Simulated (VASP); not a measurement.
## MgCd2S3: single point with PBE

The system is MgCd2S3.

```
Mg Cd S
1.0
     3.69260    0.00000    0.00000
     0.00000    3.69260    0.00000
     0.00000    0.00000   10.93603
Mg Cd S
1 2 3
Direct
  0.50000 0.50000 0.00000
  0.50000 0.00000 0.60809
  0.00000 0.50000 0.39191
  0.50000 0.00000 0.35929
  0.00000 0.50000 0.64071
  0.00000 0.00000 0.00000
```

The cell was generated, and may not be a known phase.

| Quantity | Value |
| --- | --- |
| Program | VASP 6.6.1 |
| Task | single point |
| Functional | PBE |
| Potentials or basis | VASP PAW PBE potentials, release 64 (Mg, Cd, S) |
| Cutoff | 520 eV |
| k mesh | 4 × 4 × 2 |
| Occupations | gaussian, width 0.1 eV |
| Spin | no spin polarisation |

```yaml
Pressure: 0.2 GPa
Largest_force: 0.057 eV/Å
Band_gap_on_the_k_mesh: 0.63 eV (least direct gap 0.81 eV)
```

Forces in eV/Å, atoms in the order of the input:
```
Mg   0.000  0.000  0.000
Cd   0.000  0.000  0.008
Cd   0.000  0.000 -0.008
S    0.000  0.000 -0.057
S    0.000  0.000  0.057
S    0.000  0.000  0.000
```

Levels at points of the mesh, in eV from the valence-band top:
| k point | band 18 | band 19 | band 20 | band 21 | band 22 | band 23 | band 24 | band 25 | band 26 | band 27 |
| --- | --- | --- | --- | --- | --- | --- | --- | --- | --- | --- |
| (0.00, 0.00, 0.00) | -1.32 | -1.32 | -0.84 | -0.70 | -0.70 | 0.79 | 1.23 | 2.59 | 5.26 | 5.84 |
| (0.50, 0.00, 0.00) | -1.63 | -0.77 | -0.34 | -0.02 | 0.00 | 2.88 | 3.86 | 4.63 | 5.13 | 5.39 |
| (0.50, 0.50, 0.00) | -2.95 | -2.95 | -2.18 | -2.18 | -0.17 | 0.67 | 0.67 | 1.88 | 5.68 | 5.68 |
| (0.00, 0.00, 0.50) | -1.45 | -1.32 | -1.32 | -0.70 | -0.70 | 1.22 | 1.23 | 2.26 | 5.60 | 5.68 |
| (0.50, 0.00, 0.50) | -1.69 | -0.59 | -0.34 | -0.02 | 0.00 | 3.46 | 3.59 | 3.78 | 5.15 | 5.31 |
| (0.50, 0.50, 0.50) | -2.96 | -2.96 | -2.16 | -2.16 | -0.18 | 0.63 | 0.63 | 1.89 | 5.22 | 6.01 |

Wall time 46 s on 1 thread of AMD EPYC 7R13 Processor (Zen 3), on a shared host, peak memory 0.23 GiB.

Caveat: the k points lie up to 0.43 Å⁻¹ apart; semilocal functionals underestimate gaps, and a narrow one can read as zero. A k mesh can miss the band edges.
